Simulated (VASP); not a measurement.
# GaSi (F-43m) in VASP: further runs

GaSi is run at these levels: PBEsol; tasks: single point.

Everything below comes from runs of VASP 6.6.1. Logs are shortened: lines on timing, memory, paths and dates and some standing lists are left out, and cuts for length are marked.

## Step 1: The cell of the first run

Symmetry: F-43m, No. 216, cubic system. Conventional cell: a = 5.587 Å, b = 5.587 Å, c = 5.587 Å, α = 90.00°, β = 90.00°, γ = 90.00°. Ga (site symmetry -43m) has 4 Si at 2.42 Å within 3.2 Å. Within 3.2 Å of Si (site symmetry -43m) lie 4 Ga at 2.42 Å.

## Step 2: Single point, PBEsol

File INCAR:

```
SYSTEM = GaSi
ALGO     = Normal         ! electronic algorithm
EDIFF    = 1E-6           ! SCF threshold, eV
ENCUT    = 500            ! plane-wave cutoff, eV
GGA      = PS             ! functional
GGA_COMPAT= .FALSE.      
ISIF     = 2              ! what is computed and relaxed
ISMEAR   = -1             ! smearing method
LASPH    = .TRUE.         ! aspherical terms in the spheres
LCHARG   = .TRUE.         ! write CHGCAR
LELF     = .TRUE.         ! ELF
LREAL    = .FALSE.        ! projectors in reciprocal space
LVHAR    = .TRUE.       
LWAVE    = .FALSE.        ! write WAVECAR
NBANDS   = 16             ! bands
NELM     = 120            ! most SCF steps
PREC     = Accurate       ! precision mode
SIGMA    = 0.05           ! smearing width, eV
```

File KPOINTS:

```
k-points
0
G
  7 7 7
  0 0 0
```

File POSCAR:

```
GaSi
1.0
    0.0000000000      2.7937414436      2.7937414436
    2.7937414436      0.0000000000      2.7937414436
    2.7937414436      2.7937414436      0.0000000000
Ga Si
1 1
Direct
    0.0000000000      0.0000000000      0.0000000000
    0.2500000000      0.2500000000      0.2500000000
```

Potentials or basis: VASP PAW PBE potentials, release 64 (Ga_d, Si).

On the command line:

```console
$ cat potpaw_PBE.64/Ga_d/POTCAR potpaw_PBE.64/Si/POTCAR > POTCAR
$ mpirun -np 1 vasp_std > vasp.out
```

OUTCAR:

```text
SYSTEM = GaSi
   EDIFF = 1E-6
   ENCUT = 500
   GGA = PS
   ISIF = 2
   ISMEAR = -1
   LASPH = .TRUE.
   LREAL = .FALSE.
   NELM = 120
   PREC = Accurate

 ion  position               nearest neighbor table
   1  0.000  0.000  0.000-   2 2.42   2 2.42   2 2.42   2 2.42
   2  0.250  0.250  0.250-   1 2.42   1 2.42   1 2.42   1 2.42

  LATTYP: Found a face centered cubic cell.
 ALAT       =     5.5874828872

  Lattice vectors:

 A1 = (   0.0000000000,   2.7937414436,   2.7937414436)
 A2 = (   2.7937414436,   0.0000000000,   2.7937414436)
 A3 = (   2.7937414436,   2.7937414436,   0.0000000000)

Analysis of symmetry for initial positions (statically):
=====================================================================
 Subroutine PRICEL returns:
 Original cell was already a primitive cell.

 Routine SETGRP: Setting up the symmetry group for a
 face centered cubic supercell.

 Subroutine GETGRP returns: Found 24 space group operations
 (whereof 24 operations were pure point group operations)
 out of a pool of 48 trial point group operations.

The static configuration has the point symmetry T_d .

Analysis of symmetry for dynamics (positions and initial velocities):
=====================================================================
 Subroutine PRICEL returns:
 Original cell was already a primitive cell.

 Routine SETGRP: Setting up the symmetry group for a
 face centered cubic supercell.

 Subroutine GETGRP returns: Found 24 space group operations
 (whereof 24 operations were pure point group operations)
 out of a pool of 48 trial point group operations.

The dynamic configuration has the point symmetry T_d .

 Subroutine INISYM returns: Found 24 space group operations
 (whereof 24 operations are pure point group operations),
 and found     1 'primitive' translations

----------------------------------------------------------------------------------------

                                     Primitive cell

  volume of cell :      43.6103

  direct lattice vectors                    reciprocal lattice vectors
     0.000000000  2.793741444  2.793741444    -0.178971465  0.178971465  0.178971465
     2.793741444  0.000000000  2.793741444     0.178971465 -0.178971465  0.178971465
     2.793741444  2.793741444  0.000000000     0.178971465  0.178971465 -0.178971465

  length of vectors
     3.950947039  3.950947039  3.950947039     0.309987671  0.309987671  0.309987671

  position of ions in fractional coordinates (direct lattice)
     0.000000000  0.000000000  0.000000000
     0.250000000  0.250000000  0.250000000

  ion indices of the primitive-cell ions
   primitive index   ion index
                 1           1
                 2           2

----------------------------------------------------------------------------------------

 KPOINTS: k-points

Automatic generation of k-mesh.
 Grid dimensions read from file:
 generate k-points for:    7    7    7

 Generating k-lattice:

  Cartesian coordinates                     Fractional coordinates (reciprocal lattice)
    -0.025567352  0.025567352  0.025567352     0.142857143  0.000000000  0.000000000
     0.025567352 -0.025567352  0.025567352     0.000000000  0.142857143  0.000000000
     0.025567352  0.025567352 -0.025567352     0.000000000  0.000000000  0.142857143

  Length of vectors
     0.044283953  0.044283953  0.044283953

  Shift w.r.t. Gamma in fractional coordinates (k-lattice)
     0.000000000  0.000000000  0.000000000

 Subroutine IBZKPT returns following result:
 ===========================================

 Found     20 irreducible k-points:

 Following reciprocal coordinates:
            Coordinates               Weight
  0.000000  0.000000  0.000000      1.000000
  0.142857  0.000000  0.000000      8.000000
  0.285714  0.000000  0.000000      8.000000
  0.428571  0.000000  0.000000      8.000000
  0.142857  0.142857  0.000000      6.000000
  0.285714  0.142857  0.000000     24.000000
[... 12 lines left out ...]
 -0.428571  0.428571  0.142857     24.000000
 -0.285714  0.428571  0.142857     24.000000
   k-points           NKPTS =     20   k-points in BZ     NKDIM =     20   number of bands    NBANDS=     16
   number of dos      NEDOS =    301   number of ions     NIONS =      2
   total plane-waves  NPLWV =  27000
   dimension x,y,z NGX =    30 NGY =   30 NGZ =   30
   dimension x,y,z NGXF=    60 NGYF=   60 NGZF=   60
   ions per type =               1   1
   NGX,Y,Z   is equivalent  to a cutoff of  12.62, 12.62, 12.62 a.u.
   NGXF,Y,Z  is equivalent  to a cutoff of  25.25, 25.25, 25.25 a.u.
 SYSTEM =  GaSi
   PREC   = accura    normal or accurate (medium, high low for compatibility)
   ISTART =      0    job   : 0-new  1-cont  2-samecut
   ICHARG =      2    charge: 1-file 2-atom 10-const
   ISPIN  =      1    spin polarized calculation?
   LNONCOLLINEAR =      F non collinear calculations
   LSORBIT =      F    spin-orbit coupling
   LASPH  =      T    aspherical Exc in radial PAW
   ENCUT  =  500.0 eV  36.75 Ry    6.06 a.u.   7.20  7.20  7.20*2*pi/ulx,y,z
   NELM   =    120;   NELMIN=  2; NELMDL= -5     # of ELM steps
   EDIFF  = 0.1E-05   stopping-criterion for ELM
   LREAL  =      F    real-space projection
   EDIFFG = 0.1E-04   stopping-criterion for IOM
   NSW    =      0    number of steps for IOM
   IBRION =     -1    ionic relax: 0-MD 1-quasi-New 2-CG
   NFREE  =      0    steps in history (QN), initial steepest desc. (CG)
   ISIF   =      2    stress and relaxation
   ISYM   =      2    0-nonsym 1-usesym 2-fastsym
   POTIM  = 0.5000    time-step for ionic-motion
   TEBEG  =    0.0;   TEEND  =   0.0 temperature during run
   PSTRESS=    0.0 pullay stress
   NELECT =      17.0000    total number of electrons
   NUPDOWN=      -1.0000    fix difference up-down
   EMIN   =  10.00;   EMAX   =-10.00  energy-range for DOS
   EFERMI =   0.00;   METHOD = LEGACY
   ISMEAR =    -1;   SIGMA  =   0.05  broadening in eV -4-tet -1-fermi 0-gaus
   EFERMI_NEDOS =   21; number of points for ismear=-14 and -15
   IALGO  =     38    algorithm
   IMIX   =      4    mixing-type and parameters
     AMIX     =   0.40;   BMIX     =  1.00
     AMIX_MAG =   1.60;   BMIX_MAG =  1.00
  volume/ion in A,a.u.               =      21.81       147.15
  Fermi-wavevector in a.u.,A,eV,Ry     =   1.195900  2.259924 19.458742  1.430177
  Thomas-Fermi vector in A             =   2.331854
   LORBIT       =      0    0 simple, 1 ext, 2 COOP (PROOUT), +10 PAW based schemes
   GGA     = PS    functional components
   LHFCALC =     F    Hartree Fock is set to
   AEXX    =    0.0000 exact exchange contribution
   IVDW    =     0    specifies the selected vdW correction
   LEPSILON=     F    determine dielectric tensor
   LRPA    =     F    only Hartree local field effects (RPA)
 non-spin polarized calculation
  energy-cutoff  :      500.00
  volume of cell :       43.61
 maximum number of plane-waves:      1117
 NGX is ok and might be reduce to    30
   NGX = 15   NGY = 15   NGZ = 15

 number of electron      17.0000013 magnetization

 Free energy of the ion-electron system (eV)
  ---------------------------------------------------
  ext. energy  EPLUGINS =         0.00000000
  ---------------------------------------------------
  free energy    TOTEN  =        -8.44861821 eV

  energy without entropy =       -8.43408580  energy(sigma->0) =       -8.44135201

 E-fermi :   3.7647     XC(G=0):  -9.7142

 val. band max:        3.7269119263   @ k =   0.1429   0.1429   0.0000
 cond. band min:       3.8280035173   @ k =   0.2857   0.1429   0.0000
 fundamental gap:      0.1010915910
 Fermi energy:         3.7646680837

 k-point     1 :       0.0000    0.0000    0.0000
  band No.  band energies     occupation
      1     -10.4149      2.00000
      2     -10.4149      2.00000
      3     -10.4149      2.00000
      4     -10.3350      2.00000
      5     -10.3350      2.00000
      6      -6.6567      2.00000
[... 8 lines left out ...]
     15      13.6428      0.00000
     16      13.6428      0.00000

 k-point     2 :       0.1429    0.0000    0.0000
  band No.  band energies     occupation
      1     -10.4189      2.00000
      2     -10.4105      2.00000
      3     -10.4105      2.00000
      4     -10.3350      2.00000
      5     -10.3350      2.00000
      6      -6.3928      2.00000
[... 8 lines left out ...]
     15      12.8634      0.00000
     16      13.2609      0.00000

 k-point     3 :       0.2857    0.0000    0.0000
  band No.  band energies     occupation
      1     -10.4284      2.00000
      2     -10.4020      2.00000
      3     -10.4020      2.00000
      4     -10.3336      2.00000
      5     -10.3336      2.00000
      6      -5.6300      2.00000
[... 8 lines left out ...]
     15      13.0388      0.00000
     16      13.3038      0.00000

 k-point     4 :       0.4286    0.0000    0.0000
  band No.  band energies     occupation
      1     -10.4364      2.00000
      2     -10.3970      2.00000
      3     -10.3970      2.00000
      4     -10.3306      2.00000
      5     -10.3306      2.00000
      6      -4.5883      2.00000
[... 8 lines left out ...]
     15      14.8840      0.00000
     16      15.0400      0.00000

 k-point     5 :       0.1429    0.1429    0.0000
  band No.  band energies     occupation
      1     -10.4248      2.00000
      2     -10.4063      2.00000
      3     -10.4063      2.00000
      4     -10.3390      2.00000
      5     -10.3318      2.00000
      6      -6.3041      2.00000
[... 8 lines left out ...]
     15      13.7134      0.00000
     16      13.9629      0.00000

 k-point     6 :       0.2857    0.1429    0.0000
  band No.  band energies     occupation
      1     -10.4327      2.00000
      2     -10.3989      2.00000
      3     -10.3972      2.00000
      4     -10.3415      2.00000
      5     -10.3290      2.00000
      6      -5.7019      2.00000
[... 8 lines left out ...]
     15      14.1285      0.00000
     16      14.7803      0.00000
[... 191 lines left out ...]
 k-point    17 :       0.4286    0.2857    0.1429
  band No.  band energies     occupation
      1     -10.4392      2.00000
      2     -10.3929      2.00000
      3     -10.3876      2.00000
      4     -10.3443      2.00000
      5     -10.3270      2.00000
      6      -4.9563      2.00000
[... 8 lines left out ...]
     15      16.1429      0.00000
     16      16.4312      0.00000

 k-point    18 :      -0.4286    0.2857    0.1429
  band No.  band energies     occupation
      1     -10.4404      2.00000
      2     -10.3925      2.00000
      3     -10.3807      2.00000
      4     -10.3422      2.00000
      5     -10.3285      2.00000
      6      -3.9268      2.00000
[... 8 lines left out ...]
     15      15.4884      0.00000
     16      16.8276      0.00000

 k-point    19 :      -0.4286    0.4286    0.1429
  band No.  band energies     occupation
      1     -10.4513      2.00000
      2     -10.3818      2.00000
      3     -10.3714      2.00000
      4     -10.3525      2.00000
      5     -10.3232      2.00000
      6      -3.4179      2.00000
[... 8 lines left out ...]
     15      16.5714      0.00000
     16      17.8042      0.00000

 k-point    20 :      -0.2857    0.4286    0.1429
  band No.  band energies     occupation
      1     -10.4444      2.00000
      2     -10.3888      2.00000
      3     -10.3718      2.00000
      4     -10.3473      2.00000
      5     -10.3276      2.00000
      6      -3.0172      2.00000
[... 8 lines left out ...]
     15      15.7367      0.00000
     16      18.4310      0.00000

------------------------ aborting loop because EDIFF is reached ----------------------------------------

  FORCE on cell =-STRESS in cart. coord.  units (eV):
  Direction    XX          YY          ZZ          XY          YZ          ZX
  --------------------------------------------------------------------------------------
  -------------------------------------------------------------------------------------
  Total       -0.0138621     -0.0138621     -0.0138621     -0.0000000     -0.0000000     -0.0000000
  in kB       -0.5092743     -0.5092743     -0.5092743     -0.0000000     -0.0000000     -0.0000000
  external PRESSURE =      -0.5092743 kB  Pullay stress =       0.0000000 kB

 VOLUME and BASIS-vectors are now :
 -----------------------------------------------------------------------------
  energy-cutoff  :      500.00
  volume of cell :       43.61
      direct lattice vectors                 reciprocal lattice vectors
     0.000000000  2.793741444  2.793741444    -0.178971465  0.178971465  0.178971465
     2.793741444  0.000000000  2.793741444     0.178971465 -0.178971465  0.178971465
     2.793741444  2.793741444  0.000000000     0.178971465  0.178971465 -0.178971465

 POSITION                                       TOTAL-FORCE (eV/Angst)
 -----------------------------------------------------------------------------------
      0.00000      0.00000      0.00000         0.000000     -0.000000      0.000000
      1.39687      1.39687      1.39687        -0.000000      0.000000     -0.000000
 -----------------------------------------------------------------------------------
    total drift:                               -0.000000     -0.000000     -0.000000

  FREE ENERGIE OF THE ION-ELECTRON SYSTEM (eV)
  ---------------------------------------------------
  free  energy   TOTEN  =        -8.4486182082 eV

  energy  without entropy=       -8.4340858042  energy(sigma->0) =       -8.44135201
```

It took 34 s on 1 thread of Intel Xeon 8259CL, shared host; peak memory 0.17 GiB.

Results:

* Free energy: -8.4486 eV
* Pressure: -0.1 GPa

Caveat: the PAW data sets were made with another functional, which shifts forces and pressure a little.

## Step 3: Single point, PBEsol

This run uses another cell than the first one, of 21.48 Å³/atom, 0.985 times its volume.

File INCAR:

```
  PREC = Accurate
  ENCUT = 500
  EDIFF = 1E-6
  ISMEAR = -1
  SIGMA = 0.05
  LREAL = F
  LASPH = T
  NELM = 120
  ALGO = Normal
  ISIF = 2
  LWAVE = F
  LCHARG = F
  GGA = PS
  NBANDS = 16
  GGA_COMPAT = F
```

File KPOINTS:

```
regular mesh
0
Gamma
  7 7 7
```

File POSCAR:

```
GaSi
1.0
    0.0000000000      2.7797023049      2.7797023049
    2.7797023049      0.0000000000      2.7797023049
    2.7797023049      2.7797023049      0.0000000000
Ga Si
1 1
Direct
    0.0000000000      0.0000000000      0.0000000000
    0.2500000000      0.2500000000      0.2500000000
```

Potentials or basis: VASP PAW PBE potentials, release 64 (Ga_d, Si).

On the command line:

```console
$ cat potpaw_PBE.64/Ga_d/POTCAR potpaw_PBE.64/Si/POTCAR > POTCAR
$ mpirun -np 1 vasp_std > vasp.out
```

Run time: 32 s. Hardware: 1 thread of Intel Xeon 8259CL, shared host; peak memory 0.17 GiB.

The run converged. Its results:

```
Free energy : -8.4469 eV
Pressure    : 0.9 GPa
```

Levels at points of the mesh, in eV from the Fermi level:
```tsv
k point	band 5	band 6	band 7	band 8	band 9	band 10	band 11	band 12	band 13	band 14
(0.00, 0.00, 0.00)	-14.12	-10.52	1.82	1.82	1.82	4.20	4.23	4.23	4.23	8.46
```

Caveat: the PAW data sets were made with another functional, which shifts forces and pressure a little.

(Part 1 of 3 ends here.)
